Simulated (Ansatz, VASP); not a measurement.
# La in VASP and in Ansatz

File INCAR:

```
  ALGO = Normal
  EDIFF = 1E-6
  ENCUT = 520
  ISIF = 2
  ISMEAR = -1
  LASPH = T
  LCHARG = T
  LELF = T
  LREAL = F
  LVHAR = T
  LWAVE = F
  NBANDS = 12
  NELM = 100
  PREC = Accurate
  SIGMA = 0.05
```

Contents of KPOINTS:

```
k-points
0
Gamma
  9 9 9
```

File POSCAR:

```
La
1.0
   -2.1378965873      2.1378965873      2.1378965873
    2.1378965873     -2.1378965873      2.1378965873
    2.1378965873      2.1378965873     -2.1378965873
La
1
Direct
    0.0000000000      0.0000000000      0.0000000000
```

The input input.yaml:

```yaml
crystal:
  lattice:
    - [-2.1378965873, 2.1378965873, 2.1378965873]
    - [2.1378965873, -2.1378965873, 2.1378965873]
    - [2.1378965873, 2.1378965873, -2.1378965873]
  atoms:
    - { symbol: La, position: [0.0, 0.0, 0.0] }
kpoints:
  mp_grid: { grid: [9, 9, 9] }
scf:
  occupations: { method: fermi_dirac, width: 0.05 }
hamiltonian:
  xc: lda
  pseudopotentials: { kind: all_electron, lapw: { basis_error: 0.001 } }
output:
  forces: true
  stress: true
  eigenvalues: true
```

Change from the starting cell: volume scaled by 1.02.

Alike in both runs: task single point; functional LDA; k mesh 9 × 9 × 9; occupations fermi-dirac, width 0.05 eV; no spin polarisation.

|  | VASP | Ansatz |
| --- | --- | --- |
| version | VASP 6.6.1 | Ansatz 0.2.0 |
| potentials or method | VASP PAW LDA potentials, release 64 (La), cutoff 520 eV | all-electron LAPW, scalar-relativistic |

```tsv
	VASP	Ansatz	Ansatz less VASP
gap on the k mesh at the Fermi level (eV)	none	none	-
pressure (GPa)	-4.2	-4.2	+0.06
```

LDA's correlation is that of Perdew and Zunger in VASP and of Perdew and Wang (1992) in Ansatz. A gap of «none» marks a metal or a gap that the smearing closes. Ansatz ran all-electron here, and VASP with PAW potentials.

Spin-orbit coupling is off throughout.
